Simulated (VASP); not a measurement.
## CO2: relaxation of cell and atoms with PBE

Crystal: CO2.

```xyz
6
Lattice="0.0000 3.3136 3.3136 3.3136 0.0000 3.3136 3.3136 3.3136 0.0000" Properties=species:S:1:pos:R:3 pbc="T T T"
C     0.0000    0.0000    0.0000
C     1.6568    1.6568    1.6568
O     4.1419    4.1419    4.1419
O     4.1419    2.4852    2.4852
O     2.4852    2.4852    4.1419
O     2.4852    4.1419    2.4852
```

```
Program                : VASP 6.6.1
Task                   : relaxation of cell and atoms
Functional             : PBE
Potentials or basis    : VASP PAW PBE potentials, release 64 (C, O)
Cutoff                 : 600 eV
k mesh                 : 4 × 4 × 4
Occupations            : gaussian, width 0.1 eV
Spin                   : collinear spin, ferrimagnetic start
Starting moments       : [-1.1, -1.1, 1.69, 1.69, 1.69, 1.69] μB
Dipole correction      : no
Further INCAR settings : ALGO = Normal; EDIFF = 1e-07; IBRION = 2; EDIFFG = -0.04; NSW = 90; ISIF = 3
```

```
Relaxed volume                                        : 8.86 Å³/atom
Relaxed cell                                          : a = 4.221 Å, b = 4.221 Å, c = 4.221 Å, α = 60.00°, β = 60.00°, γ = 60.00°
Space group after relaxing (to 0.1 Å)                 : Fd-3m (No. 227)
Energy gained by relaxing                             : 131.1 meV/atom
Ionic steps                                           : 5
Pressure after relaxing                               : -0.6 GPa
Band gap on the k mesh                                : zero (filled and empty bands overlap)
Net moment                                            : 0.00 μB per cell
Valence electrons inside the program's atomic spheres : C 1.89; O 4.64
```

Step by step:
```csv
step,energy change (eV),largest force (eV/Å),pressure (GPa),volume (Å³)
1,0.0000,0.0000,-8.39,72.76
2,-0.3005,0.0000,-11.14,66.28
3,-0.6624,0.0000,11.21,49.15
4,-0.7183,0.0000,-6.70,56.05
5,-0.7869,0.0000,-0.65,53.18
```

Final structure:
```cif
data_structure
_symmetry_space_group_name_H-M 'P 1'
_symmetry_Int_Tables_number 1
_cell_length_a 4.2210
_cell_length_b 4.2210
_cell_length_c 4.2210
_cell_angle_alpha 60.000
_cell_angle_beta 60.000
_cell_angle_gamma 60.000
_cell_volume 53.18
loop_
_atom_site_label
_atom_site_type_symbol
_atom_site_fract_x
_atom_site_fract_y
_atom_site_fract_z
_atom_site_occupancy
C1 C 0.00000 0.00000 0.00000 1
C2 C 0.25000 0.25000 0.25000 1
O1 O 0.62500 0.62500 0.62500 1
O2 O 0.12500 0.62500 0.62500 1
O3 O 0.62500 0.62500 0.12500 1
O4 O 0.62500 0.12500 0.62500 1
```

Levels at points of the mesh, in eV from the Fermi level:
Spin up:
```
           k point  band 14  band 15  band 16  band 17  band 18  band 19
(0.00, 0.00, 0.00)    -1.24    -1.24     0.59     0.59     0.59     1.05
(0.50, 0.00, 0.00)    -2.00    -1.67    -0.36     0.67     0.67     1.50
(0.50, 0.50, 0.00)    -1.84    -1.74    -1.74     1.12     1.12     1.18
```
Spin down:
```csv
k point,band 13,band 14,band 15,band 16,band 17,band 18,band 19,band 20
"(0.00, 0.00, 0.00)",-1.24,-1.24,-1.24,0.58,0.58,0.58,1.05,1.05
"(0.50, 0.00, 0.00)",-2.04,-2.00,-1.67,-0.36,0.67,0.67,1.50,1.50
"(0.50, 0.50, 0.00)",-1.84,-1.84,-1.74,-1.74,1.12,1.12,1.18,1.18
```

Wall time 3.3 min on 1 thread of Intel(R) Xeon(R) 6975P-C (Granite Rapids), with other jobs on the host, peak memory 0.28 GiB.

Caveat: the k points lie up to 0.46 Å⁻¹ apart in the final cell, too coarse for converged energies and pressures of a metal; the volume moved by over 15 % at a fixed basis, so the end points are rough.
